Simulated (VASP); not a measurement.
# BaTiO3 (Pm-3m) in VASP: relaxation of cell and atoms with r2SCAN

Aim: the relaxation of cell and atoms of BaTiO3 with r2SCAN.

Program: VASP 6.6.1. These are calculated values, not measurements. Logs are shortened: lines on timing, memory, paths and dates and some standing lists are left out, and cuts for length are marked.

### Step 1. The cell of the first run

Symmetry: Pm-3m, No. 221, cubic system. Conventional cell: a = 4.015 Å, b = 4.015 Å, c = 4.015 Å, α = 90.00°, β = 90.00°, γ = 90.00°. Ba (site symmetry m-3m) has 12 O at 2.84 Å and 8 Ti at 3.48 Å within 3.7 Å. Within 2.7 Å of Ti (site symmetry m-3m) lie 6 O at 2.01 Å. Within 2.7 Å of O (site symmetry 4/mmm) lie 2 Ti at 2.01 Å. Within 2.7 Å of O (site symmetry 4/mmm) lie 2 Ti at 2.01 Å.

### Step 2. Relaxation of cell and atoms, r2SCAN, target pressure 5 GPa, at which the enthalpy is minimised

Contents of POSCAR:

```
BaTiO3
1.0
    4.0148745500      0.0000000000      0.0000000000
    0.0000000000      4.0148745500      0.0000000000
    0.0000000000      0.0000000000      8.0297490900
Ba Ti O
2 2 6
Direct
    0.5000000000      0.5000000000      0.2500000000
    0.5000000000      0.5000000000      0.7500000000
    0.0000000000      0.0000000000      0.0000000000
    0.0000000000      0.0000000000      0.5000000000
    0.5000000000      0.0000000000      0.0000000000
    0.5000000000      0.0000000000      0.5000000000
    0.0000000000      0.5000000000      0.0000000000
    0.0000000000      0.5000000000      0.5000000000
    0.0000000000      0.0000000000      0.2500000000
    0.0000000000      0.0000000000      0.7500000000
```

Contents of INCAR.step1:

```
SYSTEM = BaTiO3
  ALGO = Normal
  EDIFF = 1E-4
  ENCUT = 600
  GGA = PE
  ISMEAR = -1
  LASPH = .True.
  LCHARG = .False.
  LREAL = .False.
  LWAVE = .True.
  NELM = 80
  PREC = Accurate
  SIGMA = 0.05
```

Contents of INCAR.step2:

```
SYSTEM = BaTiO3
  ALGO = Normal
  EDIFF = 1E-6
  EDIFFG = -0.01
  ENCUT = 600
  IBRION = 2
  ISIF = 3
  ISMEAR = -1
  ISTART = 1
  LASPH = .True.
  LCHARG = .False.
  LMIXTAU = .True.
  LREAL = .False.
  LWAVE = .False.
  METAGGA = R2SCAN
  NELM = 80
  NSW = 100
  PREC = Accurate
  PSTRESS = 50.0
  SIGMA = 0.05
```

Contents of KPOINTS:

```
k-points
0
Gamma
  6 6 3
  0 0 0
```

Potentials or basis: VASP PAW PBE potentials, release 64 (Ba_sv, Ti_sv, O).

The run is started by

```bash
cat potpaw_PBE.64/Ba_sv/POTCAR potpaw_PBE.64/Ti_sv/POTCAR potpaw_PBE.64/O/POTCAR > POTCAR
cp INCAR.step1 INCAR
mpirun -np 1 vasp_std > vasp.out
cp INCAR.step2 INCAR
mpirun -np 1 vasp_std > vasp.out
```

OUTCAR:

```text
SYSTEM = BaTiO3
   EDIFF = 1E-6
   EDIFFG = -0.01
   ENCUT = 600
   IBRION = 2
   ISIF = 3
   ISMEAR = -1
   ISTART = 1
   LASPH = .True.
   LREAL = .False.
   METAGGA = R2SCAN
   NELM = 80
   NSW = 100
   PREC = Accurate
   PSTRESS = 50.0

 ion  position               nearest neighbor table
   1  0.500  0.500  0.250-   5 2.84   6 2.84   7 2.84   8 2.84   5 2.84   6 2.84   7 2.84   8 2.84
                             9 2.84   9 2.84   9 2.84   9 2.84   3 3.48   4 3.48   4 3.48   4 3.48
   2  0.500  0.500  0.750-   5 2.84   6 2.84   7 2.84   8 2.84   5 2.84   6 2.84   7 2.84   8 2.84
                            10 2.84  10 2.84  10 2.84  10 2.84   3 3.48   4 3.48   4 3.48   4 3.48
   3  0.000  0.000  0.000-   9 2.01  10 2.01   5 2.01   7 2.01   7 2.01   5 2.01   1 3.48   2 3.48
                             1 3.48   1 3.48   2 3.48   2 3.48   1 3.48   2 3.48
   4  0.000  0.000  0.500-   9 2.01  10 2.01   6 2.01   8 2.01   8 2.01   6 2.01   1 3.48   2 3.48
                             1 3.48   1 3.48   2 3.48   2 3.48   1 3.48   2 3.48
   5  0.500  0.000  0.000-   3 2.01   3 2.01   1 2.84   1 2.84   2 2.84   2 2.84
   6  0.500  0.000  0.500-   4 2.01   4 2.01   1 2.84   1 2.84   2 2.84   2 2.84
   7  0.000  0.500  0.000-   3 2.01   3 2.01   1 2.84   2 2.84   1 2.84   2 2.84
   8  0.000  0.500  0.500-   4 2.01   4 2.01   1 2.84   2 2.84   1 2.84   2 2.84
   9  0.000  0.000  0.250-   3 2.01   4 2.01   1 2.84   1 2.84   1 2.84   1 2.84
  10  0.000  0.000  0.750-   3 2.01   4 2.01   2 2.84   2 2.84   2 2.84   2 2.84

  LATTYP: Found a simple tetragonal cell.
 ALAT       =     4.0148745500
 C/A-ratio  =     1.9999999975

  Lattice vectors:

 A1 = (   4.0148745500,   0.0000000000,   0.0000000000)
 A2 = (   0.0000000000,   4.0148745500,   0.0000000000)
 A3 = (   0.0000000000,   0.0000000000,   8.0297490900)

Analysis of symmetry for initial positions (statically):
=====================================================================
 Subroutine PRICEL returns following result:

  LATTYP: Found a simple cubic cell.
 ALAT       =     4.0148745500

  Lattice vectors:

 A1 = (   4.0148745500,   0.0000000000,   0.0000000000)
 A2 = (   0.0000000000,   4.0148745500,   0.0000000000)
 A3 = (   0.0000000000,   0.0000000000,   4.0148745450)

   2 primitive cells build up your supercell.

 Routine SETGRP: Setting up the symmetry group for a
 simple tetragonal supercell.

 Subroutine GETGRP returns: Found 16 space group operations
 (whereof 16 operations were pure point group operations)
 out of a pool of 16 trial point group operations.

The static configuration has the point symmetry D_4h.
[... 109 lines left out ...]
   dimension x,y,z NGX =    32 NGY =   32 NGZ =   64
   dimension x,y,z NGXF=    64 NGYF=   64 NGZF=  128
   ions per type =               2   2   6
   NGX,Y,Z   is equivalent  to a cutoff of  13.25, 13.25, 13.25 a.u.
   NGXF,Y,Z  is equivalent  to a cutoff of  26.50, 26.50, 26.50 a.u.
 SYSTEM =  BaTiO3
   PREC   = accura    normal or accurate (medium, high low for compatibility)
   ISTART =      1    job   : 0-new  1-cont  2-samecut
   ICHARG =      0    charge: 1-file 2-atom 10-const
   ISPIN  =      1    spin polarized calculation?
   LNONCOLLINEAR =      F non collinear calculations
   LSORBIT =      F    spin-orbit coupling
   LASPH  =      T    aspherical Exc in radial PAW
   ENCUT  =  600.0 eV  44.10 Ry    6.64 a.u.   8.02  8.02 16.04*2*pi/ulx,y,z
   NELM   =     80;   NELMIN=  2; NELMDL=  0     # of ELM steps
   EDIFF  = 0.1E-05   stopping-criterion for ELM
   LREAL  =      F    real-space projection
   EDIFFG = -.1E-01   stopping-criterion for IOM
   NSW    =    100    number of steps for IOM
   IBRION =      2    ionic relax: 0-MD 1-quasi-New 2-CG
   NFREE  =      1    steps in history (QN), initial steepest desc. (CG)
   ISIF   =      3    stress and relaxation
   ISYM   =      2    0-nonsym 1-usesym 2-fastsym
   POTIM  = 0.5000    time-step for ionic-motion
   TEBEG  =    0.0;   TEEND  =   0.0 temperature during run
   PSTRESS=   50.0 pullay stress
   NELECT =      80.0000    total number of electrons
   NUPDOWN=      -1.0000    fix difference up-down
   EMIN   =  10.00;   EMAX   =-10.00  energy-range for DOS
   EFERMI =   0.00;   METHOD = LEGACY
   ISMEAR =    -1;   SIGMA  =   0.05  broadening in eV -4-tet -1-fermi 0-gaus
   EFERMI_NEDOS =   21; number of points for ismear=-14 and -15
   IALGO  =     38    algorithm
   IMIX   =      4    mixing-type and parameters
     AMIX     =   0.40;   BMIX     =  1.00
     AMIX_MAG =   1.60;   BMIX_MAG =  1.00
  volume/ion in A,a.u.               =      12.94        87.35
  Fermi-wavevector in a.u.,A,eV,Ry     =   1.394514  2.635249 26.458828  1.944669
  Thomas-Fermi vector in A             =   2.518056
   LORBIT       =      0    0 simple, 1 ext, 2 COOP (PROOUT), +10 PAW based schemes
   METAGGA = R2SCAN    functional components
   LHFCALC =     F    Hartree Fock is set to
   AEXX    =    0.0000 exact exchange contribution
   IVDW    =     0    specifies the selected vdW correction
   LEPSILON=     F    determine dielectric tensor
   LRPA    =     F    only Hartree local field effects (RPA)
 conjugate gradient relaxation of ions
 non-spin polarized calculation
  energy-cutoff  :      600.00
  volume of cell :      129.43
 maximum number of plane-waves:      4356
   NGX = 17   NGY = 17   NGZ = 33

--------------------------------------- Ionic step        1  -------------------------------------------

 number of electron      80.0000006 magnetization

 Free energy of the ion-electron system (eV)
  ---------------------------------------------------
  ext. energy  EPLUGINS =         0.00000000
  ---------------------------------------------------
  free energy    TOTEN  =      -148.48534637 eV

  energy without entropy =     -148.48534637  energy(sigma->0) =     -148.48534637

------------------------ aborting loop because EDIFF is reached ----------------------------------------

  FORCE on cell =-STRESS in cart. coord.  units (eV):
  Direction    XX          YY          ZZ          XY          YZ          ZX
  --------------------------------------------------------------------------------------
  -------------------------------------------------------------------------------------
  Total       -0.7840066     -0.7840066     -0.7842201      0.0000000      0.0000000      0.0000000
  in kB       -9.7047507     -9.7047507     -9.7073933      0.0000000      0.0000000      0.0000000
  external PRESSURE =     -59.7056316 kB  Pullay stress =      50.0000000 kB
[... 79 lines left out ...]
--------------------------------------- Ionic step        3  -------------------------------------------

 number of electron      79.9999963 magnetization

 Free energy of the ion-electron system (eV)
  ---------------------------------------------------
  ext. energy  EPLUGINS =         0.00000000
  ---------------------------------------------------
  free energy    TOTEN  =      -148.43765817 eV

  energy without entropy =     -148.43765817  energy(sigma->0) =     -148.43765817

 E-fermi :   4.8206     XC(G=0): -12.0461

 val. band max:        3.7042508243   @ k =   0.5000   0.5000   0.0000
 cond. band min:       5.8918800724   @ k =   0.0000   0.0000   0.0000
 fundamental gap:      2.1876292481
 Fermi energy:         4.8205907352

 k-point     1 :       0.0000    0.0000    0.0000
  band No.  band energies     occupation
      1     -55.0730      2.00000
      2     -55.0717      2.00000
      3     -30.3099      2.00000
      4     -30.2451      2.00000
      5     -30.2451      2.00000
      6     -30.2451      2.00000
[... 1050 lines left out ...]
  energy  without entropy=     -148.4376581666  energy(sigma->0) =     -148.43765817

  enthalpy is  TOTEN    =      -144.5240552508 eV   P V=        3.9136029160

 reached required accuracy - stopping structural energy minimisation
```

OUTCAR.step1:

```text
SYSTEM = BaTiO3
   EDIFF = 1E-4
   ENCUT = 600
   GGA = PE
   ISMEAR = -1
   LASPH = .True.
[... 1279 lines left out ...]
      0.00000      2.00744      4.01487         0.000000     -0.000000     -0.000000
      0.00000      0.00000      2.00744         0.000000      0.000000     -0.000000
      0.00000      0.00000      6.02231         0.000000      0.000000     -0.000000
 -----------------------------------------------------------------------------------
    total drift:                                0.000000      0.000000      0.000000

  FREE ENERGIE OF THE ION-ELECTRON SYSTEM (eV)
  ---------------------------------------------------
  free  energy   TOTEN  =       -79.9698488181 eV

  energy  without entropy=      -79.9698488092  energy(sigma->0) =      -79.96984881
```

OSZICAR.step1:

```text
N       E                     dE             d eps       ncg     rms          rms(c)
DAV:   1     0.107787704647E+04    0.10779E+04   -0.43568E+04  1920   0.199E+03
DAV:   2     0.736647623461E+02   -0.10042E+04   -0.95508E+03  2136   0.541E+02
DAV:   3    -0.926107439419E+02   -0.16628E+03   -0.16225E+03  2568   0.204E+02
DAV:   4    -0.101689700174E+03   -0.90790E+01   -0.90609E+01  2816   0.472E+01
DAV:   5    -0.102059079815E+03   -0.36938E+00   -0.36920E+00  2784   0.810E+00    0.321E+01
DAV:   6    -0.799298170091E+02    0.22129E+02   -0.13108E+02  2760   0.767E+01    0.138E+01
DAV:   7    -0.803152550472E+02   -0.38544E+00   -0.23114E+01  2544   0.265E+01    0.870E+00
DAV:   8    -0.799884385632E+02    0.32682E+00   -0.28362E+00  2688   0.129E+01    0.372E+00
DAV:   9    -0.799702693758E+02    0.18169E-01   -0.63690E-01  2712   0.474E+00    0.133E+00
DAV:  10    -0.799995352119E+02   -0.29266E-01   -0.23076E-01  2288   0.233E+00    0.145E+00
DAV:  11    -0.799708174867E+02    0.28718E-01   -0.13121E-01  2680   0.255E+00    0.297E-01
DAV:  12    -0.799698972470E+02    0.92024E-03   -0.76864E-03  2464   0.658E-01    0.823E-02
DAV:  13    -0.799700912715E+02   -0.19402E-03   -0.26073E-03  2776   0.329E-01    0.131E-01
DAV:  14    -0.799698719711E+02    0.21930E-03   -0.48560E-04  2128   0.163E-01    0.406E-02
DAV:  15    -0.799698488181E+02    0.23153E-04   -0.16697E-04  1464   0.664E-02
   1 F= -.79969849E+02 E0= -.79969849E+02  d E =-.887787E-08
```

Wall time 21 min (1 thread of Oxide Virtual Turin-like, shared host); peak memory 0.34 GiB.

What came out:

| Item | Value |
| --- | --- |
| Free energy | -148.4377 eV |
| Relaxed volume | 12.54 Å³/atom |
| Relaxed cell | a = 3.973 Å, b = 3.973 Å, c = 7.946 Å, α = 90.00°, β = 90.00°, γ = 90.00° |
| Space group after relaxing (to 0.1 Å) | Pm-3m (No. 221) |
| Energy change on relaxing (the run minimises the enthalpy) | +4.8 meV/atom |
| Ionic steps | 3 |
| Pressure after relaxing | 5.0 GPa |
| Band gap on the k mesh | 2.19 eV |

The path:
```tsv
step	energy change (eV)	largest force (eV/Å)	pressure (GPa)	volume (Å³)
1	0.0000	0.0000	-0.97	129.43
2	0.3196	0.0000	13.50	120.61
3	0.0477	0.0000	4.96	125.41
```

Final structure:
```
CELL_PARAMETERS angstrom
3.97279 0.00000 0.00000
0.00000 3.97279 0.00000
0.00000 0.00000 7.94558
ATOMIC_POSITIONS crystal
Ba 0.50000 0.50000 0.25000
Ba 0.50000 0.50000 0.75000
Ti 0.00000 0.00000 0.00000
Ti 0.00000 0.00000 0.50000
O 0.50000 0.00000 0.00000
O 0.50000 0.00000 0.50000
O 0.00000 0.50000 0.00000
O 0.00000 0.50000 0.50000
O 0.00000 0.00000 0.25000
O 0.00000 0.00000 0.75000
```

Caveat: the cell is relaxed towards a set pressure, so the run minimises the enthalpy, not the energy; the PAW data sets were made with another functional, which shifts forces and pressure a little; spin-orbit coupling is left out, which moves the levels of the heavy elements.
